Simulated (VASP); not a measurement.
Nb3Sn, 8 atoms in the cell. It takes space group Pm-3n (No. 223, cubic). The conventional cell has a = 5.314 Å, b = 5.314 Å, c = 5.314 Å, α = 90.00°, β = 90.00°, γ = 90.00°. Within 3.5 Å of Nb (site symmetry -4m2) lie 10 Nb at 2.66 to 3.25 Å and 4 Sn at 2.97 Å. Sn (site symmetry m-3) has 12 Nb at 2.97 Å within 3.9 Å. 

- Program: VASP 6.6.1
- Task: relaxation of cell and atoms
- Functional: LDA
- Potentials or basis: VASP PAW LDA potentials, release 64 (Nb_sv, Sn_d)
- Cutoff: 600 eV
- k mesh: 4 × 4 × 4
- Occupations: fermi-dirac, width 0.02 eV
- Spin: no spin polarisation
- Dipole correction: no
- Further INCAR settings: ALGO = Normal; EDIFF = 1e-07; IBRION = 2; EDIFFG = -0.005; NSW = 80; ISIF = 3

Potentials or basis: VASP PAW LDA potentials, release 64 (Nb_sv, Sn_d).

The run is started by

```bash
$ cat potpaw_LDA.64/Nb_sv/POTCAR potpaw_LDA.64/Sn_d/POTCAR > POTCAR
$ mpirun -np 1 vasp_std > vasp.out
```

Hardware: 1 thread of AMD EPYC 9R45 96-Core Processor (Zen 5) (shared host).

Question: Estimate the wall time of this run.

Answer: Run time: 4 min on 1 thread of AMD EPYC 9R45 96-Core Processor (Zen 5) (shared host), peak memory 0.24 GiB. Counts: scf iterations 48, k points 10, ion steps 4.
